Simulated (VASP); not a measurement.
# GaN (F-43m) in VASP: further runs

GaN is run at these levels: PBE; tasks: vibrations by perturbation theory.

Everything below comes from runs of VASP 6.6.1. Logs are shortened: lines on timing, memory, paths and dates and some standing lists are left out, and cuts for length are marked.

## (1) The cell of the first run

The structure is cubic, space group F-43m (No. 216). The conventional cell has a = 4.548 Å, b = 4.548 Å, c = 4.548 Å, α = 90.00°, β = 90.00°, γ = 90.00°. Within 2.6 Å of Ga (site symmetry -43m) lie 4 N at 1.97 Å. N (site symmetry -43m) has 4 Ga at 1.97 Å within 2.6 Å.

## (2) Vibrations by perturbation theory, PBE

INCAR reads:

```
PREC = Accurate ; ENCUT = 520
EDIFF = 1E-8 ; ISMEAR = 0
SIGMA = 0.01 ; LREAL = F
LASPH = T ; NELM = 80
ALGO = Normal ; ISIF = 2
LWAVE = F ; LCHARG = F
GGA = PE ; IBRION = 8
NSW = 1 ; LEPSILON = T
```

KPOINTS reads:

```
regular mesh
0
Gamma
  10 10 10
```

POSCAR reads:

```
GaN
1.0
    0.0000000000      2.2742384991      2.2742384991
    2.2742384991      0.0000000000      2.2742384991
    2.2742384991      2.2742384991      0.0000000000
Ga N
1 1
Direct
    0.0000000000      0.0000000000      0.0000000000
    0.7500000000      0.7500000000      0.7500000000
```

Potentials or basis: VASP PAW PBE potentials, release 64 (Ga_d, N).

On the command line:

```bash
cat potpaw_PBE.64/Ga_d/POTCAR potpaw_PBE.64/N/POTCAR > POTCAR
mpirun -np 1 vasp_std > vasp.out
```

OUTCAR:

```text
PREC = Accurate
   ENCUT = 520
   EDIFF = 1E-8
   ISMEAR = 0
   LREAL = F
   LASPH = T
   NELM = 80
   ISIF = 2
   GGA = PE
   IBRION = 8
   NSW = 1
   LEPSILON = T

 ion  position               nearest neighbor table
   1  0.000  0.000  0.000-   2 1.97   2 1.97   2 1.97   2 1.97
   2  0.750  0.750  0.750-   1 1.97   1 1.97   1 1.97   1 1.97

  LATTYP: Found a face centered cubic cell.
 ALAT       =     4.5484769982

  Lattice vectors:

 A1 = (   0.0000000000,   2.2742384991,   2.2742384991)
 A2 = (   2.2742384991,   0.0000000000,   2.2742384991)
 A3 = (   2.2742384991,   2.2742384991,   0.0000000000)

Analysis of symmetry for initial positions (statically):
=====================================================================
 Subroutine PRICEL returns:
 Original cell was already a primitive cell.

 Routine SETGRP: Setting up the symmetry group for a
 face centered cubic supercell.

 Subroutine GETGRP returns: Found 24 space group operations
 (whereof 24 operations were pure point group operations)
 out of a pool of 48 trial point group operations.

The static configuration has the point symmetry T_d .

Analysis of symmetry for dynamics (positions and initial velocities):
=====================================================================
 Subroutine PRICEL returns:
 Original cell was already a primitive cell.

 Routine SETGRP: Setting up the symmetry group for a
 face centered cubic supercell.

 Subroutine GETGRP returns: Found 24 space group operations
 (whereof 24 operations were pure point group operations)
 out of a pool of 48 trial point group operations.

The dynamic configuration has the point symmetry T_d .

 Subroutine INISYM returns: Found 24 space group operations
 (whereof 24 operations are pure point group operations),
 and found     1 'primitive' translations

----------------------------------------------------------------------------------------

                                     Primitive cell

  volume of cell :      23.5255

  direct lattice vectors                    reciprocal lattice vectors
     0.000000000  2.274238499  2.274238499    -0.219853810  0.219853810  0.219853810
     2.274238499  0.000000000  2.274238499     0.219853810 -0.219853810  0.219853810
     2.274238499  2.274238499  0.000000000     0.219853810  0.219853810 -0.219853810

  length of vectors
     3.216258929  3.216258929  3.216258929     0.380797970  0.380797970  0.380797970

  position of ions in fractional coordinates (direct lattice)
     0.000000000  0.000000000  0.000000000
     0.750000000  0.750000000  0.750000000

  ion indices of the primitive-cell ions
   primitive index   ion index
                 1           1
                 2           2

----------------------------------------------------------------------------------------

 KPOINTS: regular mesh

Automatic generation of k-mesh.
 Grid dimensions read from file:
 generate k-points for:   10   10   10

 Generating k-lattice:

  Cartesian coordinates                     Fractional coordinates (reciprocal lattice)
    -0.021985381  0.021985381  0.021985381     0.100000000  0.000000000  0.000000000
     0.021985381 -0.021985381  0.021985381     0.000000000  0.100000000  0.000000000
     0.021985381  0.021985381 -0.021985381     0.000000000  0.000000000  0.100000000

[... 530 lines left out ...]
  ---------------------------------------------------
  free energy    TOTEN  =        -0.36847553 eV

  energy without entropy =       -0.36847553

------------------------ aborting loop because EDIFF is reached ----------------------------------------

--------------------------------------- Ionic step        2  -------------------------------------------

------------------------ aborting loop because EDIFF is reached ----------------------------------------

--------------------------------------- Ionic step        3  -------------------------------------------

------------------------ aborting loop because EDIFF is reached ----------------------------------------

 PIEZOELECTRIC TENSOR FIELD DIRECTION 3  (e Angst)
 -----------------------------------------------------------------------------
    -0.00101  1.52189  0.00000           ( -0.00000  0.09995  0.00000)
     1.52189 -0.00101  0.00000           (  0.09995 -0.00000  0.00000)
     0.00000  0.00000  0.00101           (  0.00000  0.00000 -0.00000)

 PIEZOELECTRIC TENSOR FIELD DIRECTION 3  (C/m^2)
 -----------------------------------------------------------------------------
    -0.00069  1.03647  0.00000
     1.03647 -0.00069  0.00000
     0.00000  0.00000  0.00069

--------------------------------------- Ionic step        4  -------------------------------------------

------------------------ aborting loop because EDIFF is reached ----------------------------------------

[... ionic steps 5 to 6 ...]

--------------------------------------- Ionic step        7  -------------------------------------------

 Free energy of the ion-electron system (eV)
  ---------------------------------------------------
  ---------------------------------------------------
  free energy    TOTEN  =        -0.23288343 eV

  energy without entropy =       -0.23288343

------------------------ aborting loop because EDIFF is reached ----------------------------------------

 INTERNAL STRAIN TENSOR  FOR ION    2  DIRECTION 1   (eV/Angst):
 -----------------------------------------------------------------------------
     0.00220  0.00000  0.00000
     0.00000 -0.00530  7.00800
     0.00000  7.00800 -0.00530

 MACROSCOPIC STATIC DIELECTRIC TENSOR (including local field effects in DFT)
 ------------------------------------------------------
           6.241245     0.000000    -0.000000
          -0.000000     6.241245    -0.000000
           0.000000     0.000000     6.241245
 ------------------------------------------------------

 PIEZOELECTRIC TENSOR (including local field effects)  for field in x, y, z        (e  Angst)
          XX          YY          ZZ          XY          YZ          ZX
  --------------------------------------------------------------------------------
  x     0.00000    -0.00000     0.00000     0.00000     1.52258     0.00000
  y     0.00000     0.00000     0.00000     0.00000     0.00000     1.52258
  z     0.00000    -0.00000    -0.00000     1.52258     0.00000     0.00000

 PIEZOELECTRIC TENSOR (including local field effects)  for field in x, y, z        (C/m^2)
          XX          YY          ZZ          XY          YZ          ZX
  --------------------------------------------------------------------------------
  x     0.00000    -0.00000     0.00000     0.00000     1.03694     0.00000
  y     0.00000     0.00000     0.00000     0.00000     0.00000     1.03694
  z     0.00000    -0.00000    -0.00000     1.03694     0.00000     0.00000

 BORN EFFECTIVE CHARGES (including local field effects) (in |e|, cummulative output)
 ---------------------------------------------------------------------------------
 ion    1
    1     2.68388     0.00000     0.00000
    2     0.00000     2.68388     0.00000
    3     0.00000     0.00000     2.68388
 ion    2
    1    -2.68388    -0.00000    -0.00000
    2     0.00000    -2.68388     0.00000
    3     0.00000     0.00000    -2.68388

 INTERNAL STRAIN TENSOR FOR ION    2 for displacements in x,y,z  (eV/Angst):
          X           Y           Z          XY          YZ          ZX
  --------------------------------------------------------------------------------
  x     0.00000     0.00000     0.00000     0.00000     7.00800     0.00000
  y     0.00000    -0.00000     0.00000     0.00000     0.00000     7.00800
  z     0.00000     0.00000     0.00000     7.00800     0.00000     0.00000

 SECOND DERIVATIVES (NOT SYMMETRIZED)
 ------------------------------------
               1X          1Y          1Z          2X          2Y          2Z
  1X   -11.250295    0.000000    0.000000   11.250295    0.000000    0.000000
  1Y     0.000000  -11.250295    0.000000    0.000000   11.250295    0.000000
  1Z     0.000000    0.000000  -11.250295    0.000000    0.000000   11.250295
  2X    11.286331    0.000000    0.000000  -11.286331    0.000000    0.000000
  2Y     0.000000   11.286331    0.000000    0.000000  -11.286331    0.000000
  2Z     0.000000    0.000000   11.286331    0.000000    0.000000  -11.286331

 Eigenvectors and eigenvalues of the dynamical matrix
 ----------------------------------------------------

   1 f  =   15.376895 THz    96.615880 2PiTHz  512.918001 cm-1    63.593698 meV
             X         Y         Z           dx          dy          dz
      0.000000  0.000000  0.000000     0.000000    0.408391    0.000000
      3.411358  3.411358  3.411358     0.000000   -0.912807    0.000000
[... 21 lines left out ...]
   6 f/i=    0.009166 THz     0.057591 2PiTHz    0.305740 cm-1     0.037907 meV
             X         Y         Z           dx          dy          dz
      0.000000  0.000000  0.000000     0.000000    0.000000    0.912807
      3.411358  3.411358  3.411358     0.000000    0.000000    0.408391

--------------------------------------------------------------------------------------------------------

 MACROSCOPIC STATIC DIELECTRIC TENSOR IONIC CONTRIBUTION
 ------------------------------------------------------
           4.916933    -0.000000     0.000000
          -0.000000     4.916933     0.000000
           0.000000     0.000000     4.916933
 ------------------------------------------------------

 ELASTIC MODULI CONTR FROM IONIC RELAXATION (kBar)
 Direction    XX          YY          ZZ          XY          YZ          ZX
 --------------------------------------------------------------------------------
 XX          -0.0000      0.0000      0.0000      0.0000     -0.0000     -0.0000
 YY           0.0000     -0.0000      0.0000      0.0000      0.0000      0.0000
 ZZ           0.0000      0.0000     -0.0000     -0.0000      0.0000     -0.0000
 XY           0.0000      0.0000     -0.0000   -272.7427      0.0000     -0.0000
 YZ          -0.0000      0.0000      0.0000      0.0000   -272.7427      0.0000
 ZX          -0.0000      0.0000     -0.0000     -0.0000      0.0000   -272.7427
 --------------------------------------------------------------------------------

 PIEZOELECTRIC TENSOR IONIC CONTR  for field in x, y, z        (C/m^2)
          XX          YY          ZZ          XY          YZ          ZX
  --------------------------------------------------------------------------------
  x    -0.00000     0.00000     0.00000     0.00000    -1.08967     0.00000
  y    -0.00000     0.00000    -0.00000    -0.00000     0.00000    -1.08967
  z     0.00000     0.00000    -0.00000    -1.08967    -0.00000    -0.00000
```

It took 2.4 min on 1 thread of Intel Xeon 6975P-C (Granite Rapids), shared host; peak memory 0.26 GiB.

What came out:

```
Electronic dielectric tensor (diagonal)                 : 6.24
Born charges (mean of the diagonal)                     : Ga +2.68; N -2.68 e
Highest phonon frequency at Γ, LO-TO splitting left out : 513 cm⁻¹
```

Phonon frequencies in cm⁻¹ (negative: imaginary):
```csv
q point,frequencies
"(0.000, 0.000, 0.000)",0 0 0 513 513 513
```

Electronic dielectric tensor:
```
6.24 0.00 0.00
0.00 6.24 0.00
0.00 0.00 6.24
```

Born effective charge tensors (e):
atom 1, Ga
```
2.68 0.00 0.00
0.00 2.68 0.00
0.00 0.00 2.68
```
atom 2, N
```
-2.68  0.00  0.00
 0.00 -2.68  0.00
 0.00  0.00 -2.68
```

## (3) Vibrations by perturbation theory, PBE

This run uses another cell than the first one, of 10.70 Å³/atom, 0.910 times its volume.

INCAR reads:

```
ALGO = Normal ; EDIFF = 1E-8
ENCUT = 520 ; GGA = PE
IBRION = 8 ; ISIF = 2
ISMEAR = 0 ; LASPH = True
LCHARG = True ; LEPSILON = True
LREAL = False ; LWAVE = False
NBANDS = 16 ; NELM = 100
NSW = 1 ; PREC = Accurate
SIGMA = 0.01
```

KPOINTS reads:

```
k-points
0
Gamma
  10 10 10
```

POSCAR reads:

```
GaN
1.0
    0.0000000000      2.2038262797      2.2038262797
    2.2038262797      0.0000000000      2.2038262797
    2.2038262797      2.2038262797      0.0000000000
Ga N
1 1
Direct
    0.0000000000      0.0000000000      0.0000000000
    0.7500000000      0.7500000000      0.7500000000
```

Potentials or basis: VASP PAW PBE potentials, release 64 (Ga_d, N).

On the command line:

```bash
cat potpaw_PBE.64/Ga_d/POTCAR potpaw_PBE.64/N/POTCAR > POTCAR
mpirun -np 1 vasp_std > vasp.out
```

OUTCAR:

```text
EDIFF = 1E-8
   ENCUT = 520
   GGA = PE
   IBRION = 8
   ISIF = 2
   ISMEAR = 0
   LASPH = True
   LEPSILON = True
   LREAL = False
   NELM = 100
   NSW = 1
   PREC = Accurate

 ion  position               nearest neighbor table
   1  0.000  0.000  0.000-   2 1.91   2 1.91   2 1.91   2 1.91
   2  0.750  0.750  0.750-   1 1.91   1 1.91   1 1.91   1 1.91

  LATTYP: Found a face centered cubic cell.
 ALAT       =     4.4076525594

[... 783 lines left out ...]
      3.305739  3.305739  3.305739     0.000000    0.000000    0.912471
[... 21 lines left out ...]
   6 f/i=    0.003998 THz     0.025122 2PiTHz    0.133371 cm-1     0.016536 meV
             X         Y         Z           dx          dy          dz
      0.000000  0.000000  0.000000     0.907170   -0.081697   -0.054507
      3.305739  3.305739  3.305739     0.406765   -0.036632   -0.024440

--------------------------------------------------------------------------------------------------------

 MACROSCOPIC STATIC DIELECTRIC TENSOR IONIC CONTRIBUTION
 ------------------------------------------------------
           3.941363     0.000000     0.000000
           0.000000     3.941363     0.000000
           0.000000     0.000000     3.941363
 ------------------------------------------------------

 ELASTIC MODULI CONTR FROM IONIC RELAXATION (kBar)
 Direction    XX          YY          ZZ          XY          YZ          ZX
 --------------------------------------------------------------------------------
 XX          -0.0000      0.0000      0.0000      0.0000     -0.0000     -0.0000
 YY           0.0000     -0.0000      0.0000      0.0000      0.0000      0.0000
 ZZ           0.0000      0.0000     -0.0000     -0.0000      0.0000     -0.0000
 XY           0.0000      0.0000     -0.0000   -727.7628      0.0000      0.0000
 YZ          -0.0000      0.0000      0.0000      0.0000   -727.7628      0.0000
 ZX          -0.0000      0.0000     -0.0000      0.0000      0.0000   -727.7628
 --------------------------------------------------------------------------------

 PIEZOELECTRIC TENSOR IONIC CONTR  for field in x, y, z        (C/m^2)
          XX          YY          ZZ          XY          YZ          ZX
  --------------------------------------------------------------------------------
  x    -0.00000     0.00000     0.00000     0.00000    -1.59364     0.00000
  y    -0.00000     0.00000    -0.00000     0.00000     0.00000    -1.59364
  z     0.00000     0.00000    -0.00000    -1.59364     0.00000     0.00000
```

OSZICAR:

```text
N       E                     dE             d eps       ncg     rms          rms(c)
DAV:   1     0.803449479827E+02    0.80345E+02   -0.93211E+03  1680   0.206E+03
DAV:   2    -0.869980380688E+01   -0.89045E+02   -0.83390E+02  1704   0.328E+02
DAV:   3    -0.140892124959E+02   -0.53894E+01   -0.53688E+01  1776   0.690E+01
DAV:   4    -0.141465525660E+02   -0.57340E-01   -0.57336E-01  1840   0.751E+00
[... 176 lines left out ...]
RMM:   8    -0.235291821457E+00   -0.27716E-05   -0.95720E-09 11049   0.584E-04    0.342E-05
RMM:   9    -0.235291887398E+00   -0.65941E-07    0.54975E-09 11270   0.177E-04    0.489E-06
RMM:  10    -0.235291863776E+00    0.23622E-07    0.56098E-11 11280   0.492E-05    0.357E-06
RMM:  11    -0.235291913634E+00   -0.49858E-07    0.27254E-11 11065   0.165E-05    0.518E-07
RMM:  12    -0.235291910011E+00    0.36232E-08   -0.59812E-11  9854   0.546E-06    0.274E-07
 Linear response finished
```

stdout:

```text
POSCAR found type information on POSCAR GaN
 POSCAR found :  2 types and       2 ions
 scaLAPACK will be used
 LDA part: xc-table for (Slater+PW92), standard interpolation
 POSCAR, INCAR and KPOINTS ok, starting setup
 FFT: planning ... GRIDC
[... 102 lines left out ...]
 onal to |phi(0)> (1.339947390188168E-004,-7.022160630754115E-015)
 LRF_COMMUTATOR internal error: the vector H(1)-e(1) S(1) |phi(0)> is not orthog
 onal to |phi(0)> (1.129233616341749E-004,1.249000902703301E-016)
 LRF_COMMUTATOR internal error: the vector H(1)-e(1) S(1) |phi(0)> is not orthog
 onal to |phi(0)> (-1.298205217273307E-004,3.548376870110559E-015)
 LRF_COMMUTATOR internal error: the vector H(1)-e(1) S(1) |phi(0)> is not orthog
 onal to |phi(0)> (1.355969314994487E-004,-4.052314039881821E-015)
 LRF_COMMUTATOR internal error: the vector H(1)-e(1) S(1) |phi(0)> is not orthog
 onal to |phi(0)> (-1.085759652730556E-004,-1.486397810390727E-014)
 LRF_COMMUTATOR internal error:
```

Wall time 7.2 min (1 thread of AMD EPYC 7R13 (Zen 3), shared host); peak memory 0.24 GiB.

Results:

```
Electronic dielectric tensor (diagonal)                 : 5.58
Born charges (mean of the diagonal)                     : Ga +2.63; N -2.63 e
Highest phonon frequency at Γ, LO-TO splitting left out : 589 cm⁻¹
```

Phonon frequencies in cm⁻¹ (negative: imaginary):
```tsv
q point	frequencies
(0.000, 0.000, 0.000)	0 0 0 589 589 589
```

Electronic dielectric tensor:
```
5.58 0.00 0.00
0.00 5.58 0.00
0.00 0.00 5.58
```

Born effective charge tensors (e):
atom 1, Ga
```
2.63 0.00 0.00
0.00 2.63 0.00
0.00 0.00 2.63
```
atom 2, N
```
-2.63  0.00  0.00
 0.00 -2.63  0.00
 0.00  0.00 -2.63
```

Caveat: the cell wasn't relaxed at this level first, which shifts response properties.

(Continued in part 2 of 2.)
